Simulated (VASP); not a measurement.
# ZnSe (rocksalt type) (Fm-3m) in VASP: further runs

ZnSe (rocksalt type) is run at these levels: PBE; tasks: single point.

Everything below comes from runs of VASP 6.6.1. Logs are shortened: lines on timing, memory, paths and dates and some standing lists are left out, and cuts for length are marked.

## Step 1: The cell of the first run

Symmetry: Fm-3m, No. 225, cubic system. The conventional cell has a = 5.259 Å, b = 5.259 Å, c = 5.259 Å, α = 90.00°, β = 90.00°, γ = 90.00°. Within 3.5 Å of Zn (site symmetry m-3m) lie 6 Se at 2.63 Å. Within 3.5 Å of Se (site symmetry m-3m) lie 6 Zn at 2.63 Å.

## Step 2: Single point, PBE (volume scaled by 0.9405)

File INCAR:

```
SYSTEM = ZnSe
PREC = Accurate
ENCUT = 520
EDIFF = 1E-7
ISMEAR = -1
SIGMA = 0.08
LREAL = .FALSE.
LASPH = .TRUE.
NELM = 100
ALGO = Normal
ISIF = 2
LWAVE = .FALSE.
LCHARG = .FALSE.
GGA = PE
NBANDS = 16
```

File KPOINTS:

```
Automatic mesh
0
G
  13 13 13
  0 0 0
```

File POSCAR:

```
ZnSe
1.0
    0.0000000000      2.6293003445      2.6293003445
    2.6293003445      0.0000000000      2.6293003445
    2.6293003445      2.6293003445      0.0000000000
Zn Se
1 1
Direct
    0.0000000000      0.0000000000      0.0000000000
    0.5000000000      0.5000000000      0.5000000000
```

Potentials or basis: VASP PAW PBE potentials, release 64 (Zn, Se).

Started as:

```bash
$ cat potpaw_PBE.64/Zn/POTCAR potpaw_PBE.64/Se/POTCAR > POTCAR
$ mpirun -np 1 vasp_std > vasp.out
```

OUTCAR:

```text
SYSTEM = ZnSe
   PREC = Accurate
   ENCUT = 520
   EDIFF = 1E-7
   ISMEAR = -1
   LREAL = .FALSE.
   LASPH = .TRUE.
   NELM = 100
   ISIF = 2
   GGA = PE

 ion  position               nearest neighbor table
   1  0.000  0.000  0.000-   2 2.63   2 2.63   2 2.63   2 2.63   2 2.63   2 2.63
   2  0.500  0.500  0.500-   1 2.63   1 2.63   1 2.63   1 2.63   1 2.63   1 2.63

  LATTYP: Found a face centered cubic cell.
 ALAT       =     5.2586006890

  Lattice vectors:

 A1 = (   0.0000000000,   2.6293003445,   2.6293003445)
 A2 = (   2.6293003445,   0.0000000000,   2.6293003445)
 A3 = (   2.6293003445,   2.6293003445,   0.0000000000)

Analysis of symmetry for initial positions (statically):
=====================================================================
 Subroutine PRICEL returns:
 Original cell was already a primitive cell.

 Routine SETGRP: Setting up the symmetry group for a
 face centered cubic supercell.

 Subroutine GETGRP returns: Found 48 space group operations
 (whereof 48 operations were pure point group operations)
 out of a pool of 48 trial point group operations.

The static configuration has the point symmetry O_h .

Analysis of symmetry for dynamics (positions and initial velocities):
=====================================================================
 Subroutine PRICEL returns:
 Original cell was already a primitive cell.

 Routine SETGRP: Setting up the symmetry group for a
 face centered cubic supercell.

 Subroutine GETGRP returns: Found 48 space group operations
 (whereof 48 operations were pure point group operations)
 out of a pool of 48 trial point group operations.

The dynamic configuration has the point symmetry O_h .

 Subroutine INISYM returns: Found 48 space group operations
 (whereof 48 operations are pure point group operations),
 and found     1 'primitive' translations

----------------------------------------------------------------------------------------

                                     Primitive cell

  volume of cell :      36.3539

  direct lattice vectors                    reciprocal lattice vectors
     0.000000000  2.629300344  2.629300344    -0.190164658  0.190164658  0.190164658
     2.629300344  0.000000000  2.629300344     0.190164658 -0.190164658  0.190164658
     2.629300344  2.629300344  0.000000000     0.190164658  0.190164658 -0.190164658

  length of vectors
     3.718392207  3.718392207  3.718392207     0.329374849  0.329374849  0.329374849

  position of ions in fractional coordinates (direct lattice)
     0.000000000  0.000000000  0.000000000
     0.500000000  0.500000000  0.500000000

  ion indices of the primitive-cell ions
   primitive index   ion index
                 1           1
                 2           2

----------------------------------------------------------------------------------------

 KPOINTS: Automatic mesh

Automatic generation of k-mesh.
 Grid dimensions read from file:
 generate k-points for:   13   13   13

 Generating k-lattice:

  Cartesian coordinates                     Fractional coordinates (reciprocal lattice)
    -0.014628051  0.014628051  0.014628051     0.076923077  0.000000000  0.000000000
     0.014628051 -0.014628051  0.014628051     0.000000000  0.076923077  0.000000000
     0.014628051  0.014628051 -0.014628051     0.000000000  0.000000000  0.076923077

  Length of vectors
     0.025336527  0.025336527  0.025336527

  Shift w.r.t. Gamma in fractional coordinates (k-lattice)
     0.000000000  0.000000000  0.000000000

 Subroutine IBZKPT returns following result:
 ===========================================

 Found     84 irreducible k-points:

 Following reciprocal coordinates:
            Coordinates               Weight
  0.000000  0.000000  0.000000      1.000000
  0.076923  0.000000  0.000000      8.000000
  0.153846  0.000000  0.000000      8.000000
  0.230769  0.000000  0.000000      8.000000
  0.307692  0.000000  0.000000      8.000000
  0.384615  0.000000  0.000000      8.000000
[... 16 lines left out ...]
  0.384615  0.153846  0.000000     24.000000
  0.461538  0.153846  0.000000     24.000000
 [... further k-points ...]
   k-points           NKPTS =     84   k-points in BZ     NKDIM =     84   number of bands    NBANDS=     16
   number of dos      NEDOS =    301   number of ions     NIONS =      2
   total plane-waves  NPLWV =  21952
   dimension x,y,z NGX =    28 NGY =   28 NGZ =   28
   dimension x,y,z NGXF=    56 NGYF=   56 NGZF=   56
   ions per type =               1   1
   NGX,Y,Z   is equivalent  to a cutoff of  12.52, 12.52, 12.52 a.u.
   NGXF,Y,Z  is equivalent  to a cutoff of  25.04, 25.04, 25.04 a.u.
 SYSTEM =  ZnSe
   PREC   = accura    normal or accurate (medium, high low for compatibility)
   ISTART =      0    job   : 0-new  1-cont  2-samecut
   ICHARG =      2    charge: 1-file 2-atom 10-const
   ISPIN  =      1    spin polarized calculation?
   LNONCOLLINEAR =      F non collinear calculations
   LSORBIT =      F    spin-orbit coupling
   LASPH  =      T    aspherical Exc in radial PAW
   ENCUT  =  520.0 eV  38.22 Ry    6.18 a.u.   6.91  6.91  6.91*2*pi/ulx,y,z
   NELM   =    100;   NELMIN=  2; NELMDL= -5     # of ELM steps
   EDIFF  = 0.1E-06   stopping-criterion for ELM
   LREAL  =      F    real-space projection
   EDIFFG = 0.1E-05   stopping-criterion for IOM
   NSW    =      0    number of steps for IOM
   IBRION =     -1    ionic relax: 0-MD 1-quasi-New 2-CG
   NFREE  =      0    steps in history (QN), initial steepest desc. (CG)
   ISIF   =      2    stress and relaxation
   ISYM   =      2    0-nonsym 1-usesym 2-fastsym
   POTIM  = 0.5000    time-step for ionic-motion
   TEBEG  =    0.0;   TEEND  =   0.0 temperature during run
   PSTRESS=    0.0 pullay stress
   NELECT =      18.0000    total number of electrons
   NUPDOWN=      -1.0000    fix difference up-down
   EMIN   =  10.00;   EMAX   =-10.00  energy-range for DOS
   EFERMI =   0.00;   METHOD = LEGACY
   ISMEAR =    -1;   SIGMA  =   0.08  broadening in eV -4-tet -1-fermi 0-gaus
   EFERMI_NEDOS =   21; number of points for ismear=-14 and -15
   IALGO  =     38    algorithm
   IMIX   =      4    mixing-type and parameters
     AMIX     =   0.40;   BMIX     =  1.00
     AMIX_MAG =   1.60;   BMIX_MAG =  1.00
  volume/ion in A,a.u.               =      18.18       122.66
  Fermi-wavevector in a.u.,A,eV,Ry     =   1.295136  2.447453 22.822113  1.677378
  Thomas-Fermi vector in A             =   2.426675
   LORBIT       =      0    0 simple, 1 ext, 2 COOP (PROOUT), +10 PAW based schemes
   GGA     = PE    functional components
   LHFCALC =     F    Hartree Fock is set to
   AEXX    =    0.0000 exact exchange contribution
   IVDW    =     0    specifies the selected vdW correction
   LEPSILON=     F    determine dielectric tensor
   LRPA    =     F    only Hartree local field effects (RPA)
 non-spin polarized calculation
  energy-cutoff  :      520.00
  volume of cell :       36.35
 maximum number of plane-waves:       992
   NGX = 13   NGY = 13   NGZ = 13

 number of electron      17.9999998 magnetization

 Free energy of the ion-electron system (eV)
  ---------------------------------------------------
  ext. energy  EPLUGINS =         0.00000000
  ---------------------------------------------------
  free energy    TOTEN  =        -5.38655220 eV

  energy without entropy =       -5.37514491  energy(sigma->0) =       -5.38084855

 E-fermi :   3.7011     XC(G=0): -10.7084

 val. band max:        3.6765530862   @ k =  -0.3077   0.0769   0.0000
 cond. band min:       3.7204523294   @ k =  -0.1538   0.1538   0.0000
 fundamental gap:      0.0438992431
 Fermi energy:         3.7011400760

 k-point     1 :       0.0000    0.0000    0.0000
  band No.  band energies     occupation
      1     -10.5470      2.00000
      2      -3.0122      2.00000
      3      -3.0122      2.00000
      4      -2.9926      2.00000
      5      -2.9926      2.00000
      6      -2.9926      2.00000
[... 8 lines left out ...]
     15      13.8267      0.00000
     16      13.8267      0.00000

 k-point     2 :       0.0769    0.0000    0.0000
  band No.  band energies     occupation
      1     -10.4815      2.00000
      2      -3.0275      2.00000
      3      -3.0275      2.00000
      4      -2.9996      2.00000
      5      -2.9867      2.00000
      6      -2.9867      2.00000
[... 8 lines left out ...]
     15      13.2285      0.00000
     16      13.7760      0.00000

 k-point     3 :       0.1538    0.0000    0.0000
  band No.  band energies     occupation
      1     -10.2902      2.00000
      2      -3.0729      2.00000
      3      -3.0729      2.00000
      4      -3.0244      2.00000
      5      -2.9667      2.00000
      6      -2.9667      2.00000
[... 8 lines left out ...]
     15      13.2880      0.00000
     16      13.5257      0.00000

 k-point     4 :       0.2308    0.0000    0.0000
  band No.  band energies     occupation
      1      -9.9918      2.00000
      2      -3.1367      2.00000
      3      -3.1367      2.00000
      4      -3.0828      2.00000
      5      -2.9376      2.00000
      6      -2.9376      2.00000
[... 8 lines left out ...]
     15      14.0273      0.00000
     16      14.0273      0.00000
[... 324 lines left out ...]
 k-point    22 :       0.3077    0.1538    0.0000
  band No.  band energies     occupation
      1      -9.6957      2.00000
      2      -3.2874      2.00000
      3      -3.0769      2.00000
      4      -3.0697      2.00000
      5      -2.9337      2.00000
      6      -2.9022      2.00000
[... 8 lines left out ...]
     15      16.1244      0.00000
     16      16.3152      0.00000

 k-point    23 :       0.3846    0.1538    0.0000
  band No.  band energies     occupation
      1      -9.3557      2.00000
      2      -3.3510      2.00000
      3      -3.1414      2.00000
      4      -3.1318      2.00000
      5      -2.9066      2.00000
      6      -2.8732      2.00000
[... 8 lines left out ...]
     15      16.9367      0.00000
     16      17.4353      0.00000

 k-point    24 :       0.4615    0.1538    0.0000
  band No.  band energies     occupation
      1      -9.0585      2.00000
      2      -3.4355      2.00000
      3      -3.2038      2.00000
      4      -3.2019      2.00000
      5      -2.8802      2.00000
      6      -2.8580      2.00000
[... 8 lines left out ...]
     15      18.0086      0.00000
     16      18.4602      0.00000

 [... further k-points ...]

------------------------ aborting loop because EDIFF is reached ----------------------------------------

  FORCE on cell =-STRESS in cart. coord.  units (eV):
  Direction    XX          YY          ZZ          XY          YZ          ZX
  --------------------------------------------------------------------------------------
  -------------------------------------------------------------------------------------
  Total        1.2016681      1.2016681      1.2016681     -0.0000000      0.0000000      0.0000000
  in kB       52.9595805     52.9595805     52.9595805     -0.0000000      0.0000000      0.0000000
  external PRESSURE =      52.9595805 kB  Pullay stress =       0.0000000 kB

 VOLUME and BASIS-vectors are now :
 -----------------------------------------------------------------------------
  energy-cutoff  :      520.00
  volume of cell :       36.35
      direct lattice vectors                 reciprocal lattice vectors
     0.000000000  2.629300344  2.629300344    -0.190164658  0.190164658  0.190164658
     2.629300344  0.000000000  2.629300344     0.190164658 -0.190164658  0.190164658
     2.629300344  2.629300344  0.000000000     0.190164658  0.190164658 -0.190164658

 POSITION                                       TOTAL-FORCE (eV/Angst)
 -----------------------------------------------------------------------------------
      0.00000      0.00000      0.00000        -0.000000      0.000000      0.000000
      2.62930      2.62930      2.62930         0.000000     -0.000000     -0.000000
 -----------------------------------------------------------------------------------
    total drift:                               -0.000000      0.000000      0.000000

  FREE ENERGIE OF THE ION-ELECTRON SYSTEM (eV)
  ---------------------------------------------------
  free  energy   TOTEN  =        -5.3865521971 eV

  energy  without entropy=       -5.3751449050  energy(sigma->0) =       -5.38084855
```

It took 49 s on 1 thread of Intel Xeon Platinum 8259CL at 2.50GHz (Skylake/Cascade Lake), shared host; peak memory 0.19 GiB.

Results:

```
Free energy            : -5.3866 eV
Pressure               : 5.3 GPa
Band gap on the k mesh : zero (band 9 reaches 3.74 eV, above the bottom of band 10 at 2.75 eV)
```

Caveat: the cell differs from its parent crystal (volume scaled by 0.9405).

## Step 3: Single point, PBE (volume scaled by 0.97)

File INCAR:

```
SYSTEM = ZnSe
ALGO     = Normal         ! electronic algorithm
EDIFF    = 1E-7           ! SCF threshold, eV
ENCUT    = 520            ! plane-wave cutoff, eV
GGA      = PE             ! functional
ISIF     = 2              ! what is computed and relaxed
ISMEAR   = -1             ! smearing method
LASPH    = .True.         ! aspherical terms in the spheres
LCHARG   = .False.        ! write CHGCAR
LREAL    = .False.        ! projectors in reciprocal space
LWAVE    = .False.        ! write WAVECAR
NBANDS   = 16             ! bands
NELM     = 100            ! most SCF steps
PREC     = Accurate       ! precision mode
SIGMA    = 0.08           ! smearing width, eV
```

File KPOINTS:

```
k-points
0
Gamma
  13 13 13
  0 0 0
```

File POSCAR:

```
ZnSe
1.0
    0.0000000000      2.6565082956      2.6565082956
    2.6565082956      0.0000000000      2.6565082956
    2.6565082956      2.6565082956      0.0000000000
Zn Se
1 1
Direct
    0.0000000000      0.0000000000      0.0000000000
    0.5000000000      0.5000000000      0.5000000000
```

Potentials or basis: VASP PAW PBE potentials, release 64 (Zn, Se).

Started as:

```bash
$ cat potpaw_PBE.64/Zn/POTCAR potpaw_PBE.64/Se/POTCAR > POTCAR
$ mpirun -np 1 vasp_std > vasp.out
```

Wall time 50 s (1 thread of Intel Xeon Platinum 8259CL at 2.50GHz (Skylake/Cascade Lake), shared host); peak memory 0.19 GiB.

Results (log left out):

```yaml
Free_energy: -5.4143 eV
Pressure: 2.6 GPa
Band_gap_on_the_k_mesh: zero (band 9 reaches 3.42 eV, above the bottom of band 10 at 2.45 eV)
```

Levels at points of the mesh, in eV from the Fermi level:
| k point | band 7 | band 8 | band 9 | band 10 | band 11 | band 12 |
| --- | --- | --- | --- | --- | --- | --- |
| (0.00, 0.00, 0.00) | -0.49 | -0.49 | -0.49 | 0.89 | 8.60 | 8.60 |

Caveat: the cell differs from its parent crystal (volume scaled by 0.97).

## Step 4: Single point, PBE

This run uses another cell than the first one, of 19.33 Å³/atom, 1.063 times its volume.

File INCAR:

```
SYSTEM = ZnSe
  PREC = Accurate
  ENCUT = 520
  EDIFF = 1E-6
  ISMEAR = -1
  SIGMA = 0.08
  LREAL = .False.
  LASPH = .True.
  NELM = 60
  ALGO = Normal
  ISIF = 2
  LWAVE = .False.
  LCHARG = .False.
  GGA = PE
  NBANDS = 16
```

File KPOINTS:

```
regular mesh
0
Gamma
  13 13 13
  0 0 0
```

File POSCAR:

```
ZnSe
1.0
    0.0000000000      2.6836173955      2.6836173955
    2.6836173955      0.0000000000      2.6836173955
    2.6836173955      2.6836173955      0.0000000000
Zn Se
1 1
Direct
    0.0000000000      0.0000000000      0.0000000000
    0.5000000000      0.5000000000      0.5000000000
```

Started as:

```bash
$ cat potpaw_PBE.64/Zn/POTCAR potpaw_PBE.64/Se/POTCAR > POTCAR
$ mpirun -np 1 vasp_std > vasp.out
```

Wall time 42 s (1 thread of Intel Xeon Platinum 8259CL at 2.50GHz (Skylake/Cascade Lake), shared host); peak memory 0.19 GiB.

It converged, with:

| Item | Value |
| --- | --- |
| Free energy | -5.4243 eV |
| Pressure | 0.2 GPa |
| Band gap on the k mesh | zero (band 9 reaches 3.12 eV, above the bottom of band 10 at 2.17 eV) |

Levels at points of the mesh, in eV from the Fermi level:
```
           k point  band 6  band 7  band 8  band 9  band 10  band 11  band 12  band 13
(0.00, 0.00, 0.00)   -6.55   -0.46   -0.46   -0.46     0.70     8.59     8.59     8.59
```

## Step 5: Summary

```tsv
cell	gap on the mesh (eV)	pressure (GPa)
a = 3.718 Å, angles 60.0°, 2 atoms	none	5.3
a = 3.757 Å, angles 60.0°, 2 atoms	none	2.6
a = 3.795 Å, angles 60.0°, 2 atoms	none	0.2
```

Alike in all rows: task single point; level PBE; potentials or basis VASP PAW PBE potentials, release 64 (Zn, Se); no spin polarisation; k mesh 13 × 13 × 13; cutoff (eV) 520; smearing fermi-dirac 0.08 eV.

Absolute energies hang on the potentials; compare differences alone.
